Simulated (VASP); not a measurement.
Na, 4 atoms in the cell. Symmetry: P6_3/mmc, No. 194, hexagonal system. The conventional cell has a = 3.625 Å, b = 3.625 Å, c = 12.281 Å, α = 90.00°, β = 90.00°, γ = 120.00°. Na (site symmetry -6m2) has 12 Na at 3.62 to 3.72 Å within 4.8 Å. Na (site symmetry -3m) has 12 Na at 3.62 to 3.72 Å within 4.8 Å. 

| Quantity | Value |
| --- | --- |
| Program | VASP 6.6.1 |
| Task | single point |
| Functional | r2SCAN |
| Potentials or basis | VASP PAW PBE potentials, release 64 (Na_pv) |
| Cutoff | 520 eV |
| k mesh | 8 × 8 × 3 |
| Occupations | fermi-dirac, width 0.05 eV |
| Spin | no spin polarisation |
| Dipole correction | no |
| Further INCAR settings | ALGO = Normal; EDIFF = 1e-07; NBANDS = 22 |

Potentials or basis: VASP PAW PBE potentials, release 64 (Na_pv).

Launch:

```console
$ cat potpaw_PBE.64/Na_pv/POTCAR > POTCAR
$ cp INCAR.step1 INCAR
$ mpirun -np 1 vasp_std > vasp.out
$ cp INCAR.step2 INCAR
$ mpirun -np 1 vasp_std > vasp.out
```

Hardware: 1 thread of Intel(R) Xeon(R) 6975P-C (Granite Rapids), on a shared host.

Task: Estimate the wall time of this run.

Result: Wall time 2.2 min on 1 thread of Intel(R) Xeon(R) 6975P-C (Granite Rapids), with other jobs on the host, peak memory 0.29 GiB. Counts: k points 20.
